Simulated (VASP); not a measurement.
## Ag: single point with RPBE

Crystal: Ag.

```xyz
4
Lattice="2.9688 0.0000 0.0000 -1.4844 2.5710 0.0000 0.0000 0.0000 9.7951" Properties=species:S:1:pos:R:3 pbc="T T T"
Ag    0.0000    1.7140    2.4488
Ag    1.4844    0.8570    7.3463
Ag    0.0000    0.0000    0.0000
Ag    1.4844    2.5710    4.8976
```

This isn't the form of Ag at room conditions, which is fcc.

```yaml
Program: VASP 6.6.1
Task: single point
Functional: RPBE
Potentials_or_basis: VASP PAW PBE potentials, release 64 (Ag)
Cutoff: 520 eV
k_mesh: 14 × 14 × 4
Occupations: fermi-dirac, width 0.1 eV
Spin: no spin polarisation
Dipole_correction: no
Further_INCAR_settings: ALGO = Normal; EDIFF = 1e-06; NBANDS = 30
```

- Pressure: 0.1 GPa
- Band gap on the k mesh: zero (bands 22 and 23 overlap by 5.78 eV)

Stress tensor (GPa, compression positive):
```
 0.40  0.00  0.00
 0.00  0.40  0.00
 0.00  0.00 -0.60
```

Levels at points of the mesh, in eV from the Fermi level:
```tsv
k point	band 18	band 19	band 20	band 21	band 22	band 23	band 24	band 25	band 26	band 27
(0.00, 0.00, 0.00)	-3.52	-3.52	-3.35	-3.35	-3.02	-3.02	-0.20	3.02	10.27	10.28
(0.50, 0.00, 0.00)	-2.85	-2.84	-2.83	0.03	0.91	0.97	1.51	3.90	3.96	6.92
(0.00, 0.00, 0.50)	-3.67	-3.15	-3.15	-3.15	-3.15	-2.24	-2.24	5.83	5.83	14.65
(0.50, 0.00, 0.50)	-2.93	-2.85	-2.85	0.36	0.36	1.37	1.37	4.38	4.38	5.89
```

Wall time 76 s on 1 thread of AMD EPYC 9R45 96-Core Processor (Zen 5) (shared host), peak memory 0.24 GiB.

Caveat: the PAW data sets were made with another functional, which shifts forces and pressure a little.
